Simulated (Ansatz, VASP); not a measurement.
Two plane-wave programs on Si

File INCAR:

```
SYSTEM = Si
ALGO     = Normal         ! electronic algorithm
EDIFF    = 1E-6           ! SCF threshold, eV
ENCUT    = 520            ! plane-wave cutoff, eV
GGA      = PE             ! functional
ISIF     = 2              ! what is computed and relaxed
ISMEAR   = 0              ! smearing method
LASPH    = .TRUE.         ! aspherical terms in the spheres
LCHARG   = .FALSE.        ! write CHGCAR
LREAL    = .FALSE.        ! projectors in reciprocal space
LWAVE    = .FALSE.        ! write WAVECAR
NBANDS   = 8              ! bands
NELM     = 80             ! most SCF steps
PREC     = Accurate       ! precision mode
SIGMA    = 0.15           ! smearing width, eV
```

File KPOINTS:

```
k-points
0
G
  24 24 20
  0 0 0
```

The input POSCAR:

```
Si
1.0
    2.6205428149      0.0000000000      0.0000000000
   -1.3102714075      2.2694566494      0.0000000000
    0.0000000000      0.0000000000      2.4663543900
Si
1
Direct
    0.0000000000      0.0000000000      0.0000000000
```

Input for Ansatz:

```yaml
crystal:
  lattice:
    - [2.6205428149, 0.0, 0.0]
    - [-1.3102714075, 2.2694566494, 0.0]
    - [0.0, 0.0, 2.46635439]
  atoms:
    - { symbol: Si, position: [0.0, 0.0, 0.0] }
basis:
  ecutwfc: 420
kpoints:
  mp_grid: { grid: [24, 24, 20] }
hamiltonian:
  xc: pbe
scf:
  occupations: { method: gaussian, width: 0.15 }
output:
  forces: true
  stress: true
  eigenvalues: true
  write_density: true
  write_potential: true
  elf: true
  volumetric_format: npy
```

Alike in both runs: task single point; functional PBE; k mesh 24 × 24 × 20; occupations gaussian, width 0.15 eV; no spin polarisation.

|  | VASP | Ansatz |
| --- | --- | --- |
| version | VASP 6.6.1 | Ansatz 0.2.0 |
| potentials or method | VASP PAW PBE potentials, release 64 (Si), cutoff 520 eV | scalar-relativistic, plane waves, PAW |
| valence electrons in the cell | 4 | 4 |

|  | VASP | Ansatz | Ansatz less VASP |
| --- | --- | --- | --- |
| gap on the k mesh at the Fermi level (eV) | none | none | - |
| pressure (GPa) | 3.2 | 3.2 | +0.06 |
| traceless stress, the component that is largest in VASP (GPa) | -0.19 | -0.19 | 0.000 |

A gap of «none» marks a metal or a gap that the smearing closes. With one functional, cell and mesh, what is left measures potentials, basis and numerics.
